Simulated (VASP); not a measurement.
A run of VASP 6.6.1:

The input INCAR:

```
PREC = Accurate ; ENCUT = 560
EDIFF = 1E-6 ; ISMEAR = 0
SIGMA = 0.15 ; LREAL = F
LASPH = T ; NELM = 120
ALGO = Normal ; ISIF = 2
LWAVE = F ; LCHARG = F
GGA = CA ; NBANDS = 14
GGA_COMPAT = F
```

KPOINTS

```
regular mesh
0
Gamma
  8 8 8
```

File POSCAR:

```
Ir
1.0
    0.0000000000      1.9197000000      1.8045180000
    1.9197000000      0.0000000000      1.8045180000
    1.9197000000      1.9197000000      0.0000000000
Ir
1
Direct
    0.0000000000      0.0000000000      0.0000000000
```

Potentials or basis: VASP PAW LDA potentials, release 64 (Ir_sv_GW).

Command:

```sh
$ cat potpaw_LDA.64/Ir_sv_GW/POTCAR > POTCAR
$ mpirun -np 1 vasp_std > vasp.out
```

Hardware: 1 thread of Intel(R) Xeon(R) Platinum 8375C CPU @ 2.90GHz (Ice Lake), on a shared host.

Task: How long does it take, and how much memory?

Result: Run time: 15 s on 1 thread of Intel(R) Xeon(R) Platinum 8375C CPU @ 2.90GHz (Ice Lake), on a shared host, peak memory 0.13 GiB. Counts: scf iterations 12, k points 59.
